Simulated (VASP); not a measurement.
Runs of VASP 6.6.1 on Mo. The structure is that of space group Pm-3m (No. 221), or close to it. The cells are those of the table. 

```csv
task,cell,k mesh,cutoff (eV),gap on the mesh (eV),pressure (GPa),relaxed volume (Å³/atom)
single point,"a = 2.569 Å, 1 atom",6 × 6 × 6,520,none,0.4,-
relaxation of cell and atoms,"relaxed from a = 2.553 Å, 1 atom",6 × 6 × 6,600,none,-0.1,16.98
single point,"a = 2.553 Å, 1 atom",8 × 8 × 8,520,none,(b),-
relaxation of cell and atoms,"relaxed from a = 2.569 Å, 1 atom",16 × 16 × 16,600,none,0.0,(a)
single point,"a = 2.575 Å, 1 atom",16 × 16 × 16,520,none,0.5,-
```

Alike in all rows: level PBEsol; potentials or basis VASP PAW PBE potentials, release 64 (Mo_sv); no spin polarisation; smearing gaussian 0.1 eV.

**Question.** Fill in the values left out.

**Answer.** (a) 17.11; (b) 7.8.

Caveats: some runs use coarse meshes; the PAW data sets were made with another functional, which shifts forces and pressure a little.

A k mesh can miss the band edges, and the runs leave out spin-orbit coupling on Mo.

A gap of «none» marks levels without a gap at the run's occupations.
